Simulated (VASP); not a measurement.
MnAlGe:

```xyz
6
Lattice="3.9140 0.0000 0.0000 0.0000 3.9140 0.0000 0.0000 0.0000 5.9330" Properties=species:S:1:pos:R:3 pbc="T T T"
Mn    0.0000    0.0000    0.0000
Mn    1.9570    1.9570    0.0000
Al    1.9570    0.0000    4.3133
Al    0.0000    1.9570    1.6197
Ge    1.9570    0.0000    1.6612
Ge    0.0000    1.9570    4.2718
```

Base run:

- Program: VASP 6.6.1
- Functional: PBEsol
- Potentials or basis: VASP PAW PBE potentials, release 64 (Mn_pv, Al, Ge_d)
- Cutoff: 500 eV
- k mesh: 6 × 6 × 4
- Occupations: gaussian, width 0.1 eV
- Spin: collinear spin, ferromagnetic start
- Starting moments: [1.93, 1.93, 0.0, 0.0, 0.0, 0.0] μB

Its results: pressure -5.6 GPa; net moment 3.46 μB per cell; site moments Mn +1.79; Al -0.02; Ge -0.06 μB; largest force 0.768 eV/Å.

Task: The run is repeated on the same cell with these changes: k mesh from 6 × 6 × 4 to 4 × 4 × 4. What comes out?

Result: Pressure -5.7 GPa; net moment 3.30 μB per cell; site moments Mn +1.73; Al -0.03; Ge -0.06 μB; largest force 0.654 eV/Å.

Caveats: some runs use coarse meshes; the PAW data sets were made with another functional, which shifts forces and pressure a little; the cell stands under tension (at least some runs).
